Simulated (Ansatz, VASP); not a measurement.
# SnTe: VASP beside Ansatz

INCAR

```
PREC = Accurate
ENCUT = 520
EDIFF = 1E-6
ISMEAR = -1
SIGMA = 0.05
LREAL = F
LASPH = T
NELM = 60
ALGO = Normal
ISIF = 2
LWAVE = F
LCHARG = F
GGA = CA
NBANDS = 17
```

KPOINTS

```
Automatic mesh
0
Gamma
  7 7 7
```

The input POSCAR:

```
SnTe
1.0
    0.0000000000      3.5623407469      3.5623407469
    3.5623407469      0.0000000000      3.5623407469
    3.5623407469      3.5623407469      0.0000000000
Te Sn
1 1
Direct
    0.2500000000      0.2500000000      0.2500000000
    0.0000000000      0.0000000000      0.0000000000
```

Contents of input.yaml:

```yaml
crystal:
  lattice:
    - [0.0, 3.5623407469, 3.5623407469]
    - [3.5623407469, 0.0, 3.5623407469]
    - [3.5623407469, 3.5623407469, 0.0]
  atoms:
    - { symbol: Te, position: [0.25, 0.25, 0.25] }
    - { symbol: Sn, position: [0.0, 0.0, 0.0] }
kpoints:
  mp_grid: { grid: [7, 7, 7] }
scf:
  occupations: { method: fermi_dirac, width: 0.05 }
hamiltonian:
  xc: lda
  pseudopotentials: { kind: all_electron, lapw: { basis_error: 0.001 } }
output:
  forces: true
  stress: true
  eigenvalues: true
```

Change from the starting cell: volume scaled by 0.96.

Alike in both runs: task single point; functional LDA; k mesh 7 × 7 × 7; occupations fermi-dirac, width 0.05 eV; no spin polarisation.

|  | VASP | Ansatz |
| --- | --- | --- |
| version | VASP 6.6.1 | Ansatz 0.2.0 |
| potentials or method | VASP PAW LDA potentials, release 64 (Te, Sn_d), cutoff 520 eV | all-electron LAPW, scalar-relativistic |

|  | VASP | Ansatz | Ansatz less VASP |
| --- | --- | --- | --- |
| gap on the k mesh at the Fermi level (eV) | 0.16 | 0.17 | +0.010 |
| least direct gap on the mesh (eV) | 0.71 | 0.72 | +0.007 |
| pressure (GPa) | -1.3 | -1.3 | -0.02 |

LDA's correlation is that of Perdew and Zunger in VASP and of Perdew and Wang (1992) in Ansatz. Ansatz ran all-electron here, and VASP with PAW potentials.

Neither program's run includes spin-orbit coupling.
